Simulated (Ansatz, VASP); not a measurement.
# Sn in VASP and in Ansatz

```
Sn
1.0
     0.00102    0.00041   -3.28407
    -0.00282   -6.15294    0.00013
    -5.63097    0.01005   -0.00264
Sn
4
Direct
  0.37566 0.00008 0.50025
  0.87513 0.50007 0.99977
  0.37439 0.49997 0.50025
  0.87482 0.99988 0.99974
```

Change from the starting cell: all atoms moved at random, sigma 0.1 Å a component, cell strained at random, sigma 0.03; relaxed back.

Alike in both runs: functional PBE; k mesh 10 × 6 × 6; occupations gaussian, width 0.15 eV; no spin polarisation.

Ansatz relaxed the structure, and its values are those at the end. VASP's run is a single point on that final structure, the one shown.

|  | VASP | Ansatz |
| --- | --- | --- |
| version | VASP 6.6.1 | Ansatz 0.2.0 |
| potentials or method | VASP PAW PBE potentials, release 64 (Sn_d), cutoff 520 eV | scalar-relativistic, plane waves, PAW |
| valence electrons in the cell | 56 | 56 |

|  | VASP | Ansatz | Ansatz less VASP |
| --- | --- | --- | --- |
| gap on the k mesh at the Fermi level (eV) | none | none | - |
| pressure (GPa) | 0.0 | 0.0 | +0.05 |
| rms of the force components (eV/Å) | 0.005 | 0.005 | -0.0001 |

A gap of «none» marks a metal or a gap that the smearing closes. With one functional, cell and mesh, what is left measures potentials, basis and numerics.
